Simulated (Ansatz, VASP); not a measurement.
# One calculation of Co16H3C, two programs

The input INCAR:

```
PREC     = Accurate       # precision mode
ENCUT    = 520            # plane-wave cutoff, eV
EDIFF    = 1E-6           # SCF threshold, eV
ISMEAR   = 1              # smearing method
SIGMA    = 0.1            # smearing width, eV
LREAL    = False          # projectors in reciprocal space
LASPH    = True           # aspherical terms in the spheres
NELM     = 200            # most SCF steps
ALGO     = Normal         # electronic algorithm
ISIF     = 2              # what is computed and relaxed
LWAVE    = False          # write WAVECAR
LCHARG   = True           # write CHGCAR
ISPIN    = 2              # spin polarisation
MAGMOM   = 1.8 1.8 1.8 1.8 1.8 1.8 1.8 1.8 1.8 1.8 1.8 1.8 1.8 1.8 1.8 1.8 0 0 0 0 # initial moments
LORBIT   = 11             # projections on sites
LMAXMIX  = 4              # l up to which the mixer works
GGA      = PE             # functional
IVDW     = 12             # dispersion correction
LELF     = True           # ELF
LVHAR    = True         
NBANDS   = 96             # bands
GGA_COMPAT= False        
NELMDL   = -8
```

The input KPOINTS:

```
regular mesh
0
Gamma
  2 2 1
```

File POSCAR:

```
Co16H3C
1.0
    5.0200000000      0.0000000000      0.0000000000
    2.5100000000      4.3474475270      0.0000000000
    0.0000000000      0.0000000000     22.6068300000
Co C H
16 1 3
Direct
    0.8333333300      0.3333333300      0.1105860500
    0.3333333300      0.3333333300      0.1105860500
    0.8333333300      0.8333333300      0.1105860500
    0.3333333300      0.8333333300      0.1105860500
    0.0000000000      0.0000000000      0.2006300800
    0.5000000000      0.0000000000      0.2006300800
    0.0000000000      0.5000000000      0.2006300800
    0.5000000000      0.5000000000      0.2006300800
    0.8354777800      0.3322622700      0.2897405300
    0.3322775900      0.3322767700      0.2897390100
    0.8333402200      0.8333347100      0.2902030100
    0.3322746200      0.8354621100      0.2897401300
    0.0012820900      0.0012592600      0.3760628200
    0.4976254800      0.0011864300      0.3760538200
    0.0012911500      0.4975373700      0.3760599100
    0.5000459100      0.4999859400      0.3723933000
    0.1668279300      0.1666506000      0.4455356300
    1.0483957200      0.4040724500      0.4645708100
    0.0480206400      1.0481140000      0.4645999200
    0.4043532800      0.0477442700      0.4645308100
```

Input for Ansatz:

```yaml
crystal:
  lattice:
    - [5.02, 0.0, 0.0]
    - [2.51, 4.347447527, 0.0]
    - [0.0, 0.0, 22.60683]
  atoms:
    - { symbol: Co, position: [0.83333333, 0.33333333, 0.11058605], spin: 1.8 }
    - { symbol: Co, position: [0.33333333, 0.33333333, 0.11058605], spin: 1.8 }
    - { symbol: Co, position: [0.83333333, 0.83333333, 0.11058605], spin: 1.8 }
    - { symbol: Co, position: [0.33333333, 0.83333333, 0.11058605], spin: 1.8 }
    - { symbol: Co, position: [0.0, 0.0, 0.20063008], spin: 1.8 }
    - { symbol: Co, position: [0.5, 0.0, 0.20063008], spin: 1.8 }
    - { symbol: Co, position: [0.0, 0.5, 0.20063008], spin: 1.8 }
    - { symbol: Co, position: [0.5, 0.5, 0.20063008], spin: 1.8 }
    - { symbol: Co, position: [0.83547778, 0.33226227, 0.28974053], spin: 1.8 }
    - { symbol: Co, position: [0.33227759, 0.33227677, 0.28973901], spin: 1.8 }
    - { symbol: Co, position: [0.83334022, 0.83333471, 0.29020301], spin: 1.8 }
    - { symbol: Co, position: [0.33227462, 0.83546211, 0.28974013], spin: 1.8 }
    - { symbol: Co, position: [0.00128209, 0.00125926, 0.37606282], spin: 1.8 }
    - { symbol: Co, position: [0.49762548, 0.00118643, 0.37605382], spin: 1.8 }
    - { symbol: Co, position: [0.00129115, 0.49753737, 0.37605991], spin: 1.8 }
    - { symbol: Co, position: [0.50004591, 0.49998594, 0.3723933], spin: 1.8 }
    - { symbol: C, position: [0.16682793, 0.1666506, 0.44553563] }
    - { symbol: H, position: [1.04839572, 0.40407245, 0.46457081] }
    - { symbol: H, position: [0.04802064, 1.048114, 0.46459992] }
    - { symbol: H, position: [0.40435328, 0.04774427, 0.46453081] }
magnetization:
  spin_polarized: true
hamiltonian:
  xc: pbe
  dispersion: d3bj
kpoints:
  mp_grid: { grid: [2, 2, 1] }
scf:
  occupations: { method: methfessel_paxton, width: 0.1 }
  max_iter: 140
  lower_state_search: "off"
output:
  forces: true
```

Alike in both runs: task single point; functional PBE; dispersion D3(BJ); k mesh 2 × 2 × 1; occupations methfessel-paxton of order 1, width 0.1 eV; collinear spin.

|  | VASP | Ansatz |
| --- | --- | --- |
| version | VASP 6.6.1 | Ansatz 0.2.0 |
| potentials or method | VASP PAW PBE potentials, release 64 (Co, C, H) | scalar-relativistic, plane waves, PAW |
| plane-wave cutoff (eV) | 520 | 420 |
| valence electrons in the cell | 151 | 279 |

Ansatz gave:

| Item | Value |
| --- | --- |
| rms of the force components (eV/Å) | 0.198 |
| net moment per atom (μB) | 1.32 |
| size of the moment on the site where the two differ most (μB) | 1.69 |

Problem. What did VASP give for the same quantities?

Solution. rms of the force components (eV/Å): 0.195; net moment per atom (μB): 1.29; size of the moment on the site where the two differ most (μB): 1.58.

Site moments also hang on the region over which each program counts them. Atom by atom the forces differ by 0.032 eV/Å (rms over components). VASP's potentials hold 151 valence electrons a cell and Ansatz's 279, so a difference there can come from the potentials and not from the codes. Ansatz's warnings: stability check not made.

The k mesh is coarse, so the values compare programs but aren't converged.
